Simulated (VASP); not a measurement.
A run of VASP 6.6.1:

Contents of INCAR:

```
SYSTEM = TaAl5N6
  ALGO = Normal
  EDIFF = 1E-6
  ENCUT = 520
  GGA = PE
  ISIF = 2
  ISMEAR = 0
  ISPIN = 2
  LASPH = .TRUE.
  LCHARG = .TRUE.
  LELF = .TRUE.
  LMAXMIX = 4
  LORBIT = 11
  LREAL = .FALSE.
  LVHAR = .TRUE.
  LWAVE = .FALSE.
  MAGMOM = 1 0 0 0 0 0 0 0 0 0 0 0
  NBANDS = 44
  NELM = 150
  PREC = Accurate
  SIGMA = 0.1
```

KPOINTS

```
k-points
0
G
  6 6 2
  0 0 0
```

File POSCAR:

```
TaAl5N6
1.0
    2.9406615394      0.0000000000      0.0000000000
    0.0000000000      2.9406615394      0.0000000000
    0.0000000000      0.0000000000     12.5316331367
Ta Al N
1 5 6
Direct
    0.5000000000      0.5000000000      0.0000000000
    0.0000000000      0.0000000000      0.8211258990
    0.0000000000      0.0000000000      0.1788741010
    0.5000000000      0.5000000000      0.3403035993
    0.0000000000      0.0000000000      0.5000000000
    0.5000000000      0.5000000000      0.6596964007
    0.0000000000      0.0000000000      0.0000000000
    0.5000000000      0.5000000000      0.1806761946
    0.0000000000      0.0000000000      0.3399712477
    0.5000000000      0.5000000000      0.5000000000
    0.0000000000      0.0000000000      0.6600287523
    0.5000000000      0.5000000000      0.8193238054
```

Potentials or basis: VASP PAW PBE potentials, release 64 (Ta_pv, Al, N).

The run is started by

```sh
$ cat potpaw_PBE.64/Ta_pv/POTCAR potpaw_PBE.64/Al/POTCAR potpaw_PBE.64/N/POTCAR > POTCAR
$ mpirun -np 1 vasp_std > vasp.out
```

Hardware: 1 thread of Intel(R) Xeon(R) Platinum 8488C (Sapphire Rapids), on a shared host.

Problem. How long does it take, and how much memory?

Solution. Wall time 3.3 min on 1 thread of Intel(R) Xeon(R) Platinum 8488C (Sapphire Rapids) (shared host), peak memory 0.35 GiB. Counts: scf iterations 17, k points 20.
